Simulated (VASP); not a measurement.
Here is a VASP 6.6.1 calculation.

Contents of INCAR:

```
PREC     = Accurate       # precision mode
ENCUT    = 500            # plane-wave cutoff, eV
EDIFF    = 1E-6           # SCF threshold, eV
ISMEAR   = -1             # smearing method
SIGMA    = 0.1            # smearing width, eV
LREAL    = F              # projectors in reciprocal space
LASPH    = T              # aspherical terms in the spheres
NELM     = 120            # most SCF steps
ALGO     = Normal         # electronic algorithm
ISIF     = 2              # what is computed and relaxed
LWAVE    = F              # write WAVECAR
LCHARG   = F              # write CHGCAR
NBANDS   = 18             # bands
GGA_COMPAT= F
```

Contents of KPOINTS:

```
Automatic mesh
0
Gamma
  6 6 6
```

POSCAR

```
RbGe
1.0
    0.0000000000      3.4518058168      3.4518058168
    3.4518058168      0.0000000000      3.4518058168
    3.4518058168      3.4518058168      0.0000000000
Rb Ge
1 1
Direct
    0.0000000000      0.0000000000      0.0000000000
    0.5000000000      0.5000000000      0.5000000000
```

Potentials or basis: VASP PAW LDA potentials, release 64 (Rb_sv, Ge_d).

Run with:

```console
$ cat potpaw_LDA.64/Rb_sv/POTCAR potpaw_LDA.64/Ge_d/POTCAR > POTCAR
$ mpirun -np 1 vasp_std > vasp.out
```

Question: Predict the band gap on the k mesh.

Answer: Zero (an odd number of electrons rules out a gap without spin polarisation).

Question: Estimate the pressure.

Answer: -0.3 GPa.

Caveat: an odd number of electrons without spin polarisation forces a metal; a magnetic or distorted state may lie lower.
